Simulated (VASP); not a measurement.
## SnSe2: single point with PBEsol

SnSe2:

```
Sn Se
1.0
     3.87621    0.00000    0.00000
    -1.93810    3.25768    0.00000
     0.00000    0.00000    6.14557
Sn Se
1 2
Direct
  0.00000 0.00000 0.00000
  0.33333 0.66667 0.25807
  0.66667 0.33333 0.74193
```

This cell differs from its parent crystal: strain +0.0150 x Voigt [1, -1, 0, 0, 0, 0].

- Program: VASP 6.6.1
- Task: single point
- Functional: PBEsol
- Potentials or basis: VASP PAW PBE potentials, release 64 (Sn_d, Se)
- Cutoff: 520 eV
- k mesh: 12 × 12 × 6
- Occupations: gaussian, width 0.05 eV
- Spin: no spin polarisation

* Pressure: 0.2 GPa
* Largest force: 0.038 eV/Å
* Band gap on the k mesh: 0.34 eV, indirect (least direct gap 0.96 eV)

Forces in eV/Å, atoms in the order of the input:
```
Sn   0.000  0.000  0.000
Se   0.000  0.030  0.023
Se   0.000 -0.030 -0.023
```

Stress tensor (GPa, compression positive):
```
-0.94  0.00  0.00
 0.00  1.25  0.18
 0.00  0.18  0.16
```

Levels at points of the mesh, in eV from the valence-band top:
```
           k point  band 10  band 11  band 12  band 13  band 14  band 15  band 16  band 17
(0.00, 0.00, 0.00)    -0.62    -0.48    -0.35    -0.16     0.80     2.86     4.37     4.70
(0.50, 0.00, 0.00)    -3.17    -2.50    -1.53    -0.29     1.15     3.62     5.09     5.16
(0.00, 0.50, 0.00)    -3.06    -2.78    -1.48    -0.48     0.86     3.31     4.88     5.00
(0.00, 0.00, 0.50)    -0.83    -0.71    -0.29    -0.15     2.38     2.75     4.06     4.39
(0.50, 0.00, 0.50)    -2.33    -2.08    -0.98    -0.75     0.60     3.91     4.54     5.60
(0.00, 0.50, 0.50)    -2.56    -2.10    -1.05    -0.97     0.52     3.84     4.45     5.62
```

Wall time 2.6 min on 1 thread of Intel(R) Xeon(R) 6975P-C (Granite Rapids), with other jobs on the host, peak memory 0.47 GiB.

Caveat: the cell differs from its parent crystal (strain +0.0150 x Voigt [1, -1, 0, 0, 0, 0]); the PAW data sets were made with another functional, which shifts forces and pressure a little; spin-orbit coupling is left out, which moves the levels of the heavy elements; this functional lacks dispersion, which binds the layers, so the pressure and a relaxed spacing across them are unreliable. A k mesh can miss the band edges.
